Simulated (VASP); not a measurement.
Input of a VASP 6.6.1 run:

Contents of INCAR:

```
SYSTEM = TaBeB
PREC = Accurate
ENCUT = 520
EDIFF = 1E-6
ISMEAR = -1
SIGMA = 0.1
LREAL = .FALSE.
LASPH = .TRUE.
NELM = 60
ALGO = Normal
ISIF = 2
LWAVE = .FALSE.
LCHARG = .FALSE.
GGA = CA
NBANDS = 15
```

KPOINTS

```
Automatic mesh
0
G
  4 4 3
  0 0 0
```

Contents of POSCAR:

```
TaBeB
1.0
    3.2499042000      0.0000000000      0.0000000000
   -1.6249521000      2.8144996000      0.0000000000
    0.0000000000      0.0000000000      3.2461030200
Ta Be B
1 1 1
Direct
    0.3333333295      0.6666666714      0.0000000000
    0.6666666705      0.3333333286      0.5000000000
    0.0000000000      0.0000000000      0.5000000000
```

Potentials or basis: VASP PAW LDA potentials, release 64 (Ta_pv, Be, B).

The run is started by

```console
$ cat potpaw_LDA.64/Ta_pv/POTCAR potpaw_LDA.64/Be/POTCAR potpaw_LDA.64/B/POTCAR > POTCAR
$ mpirun -np 1 vasp_std > vasp.out
```

(1) Predict the band gap on the k mesh.

(2) What does it give for the pressure?

Results:

(1) zero (band 8 reaches 7.02 eV, above the bottom of band 9 at 6.97 eV).

(2) -6.9 GPa.

Caveat: the k points lie up to 0.65 Å⁻¹ apart; spin-orbit coupling is left out, which moves the levels of the heavy elements.
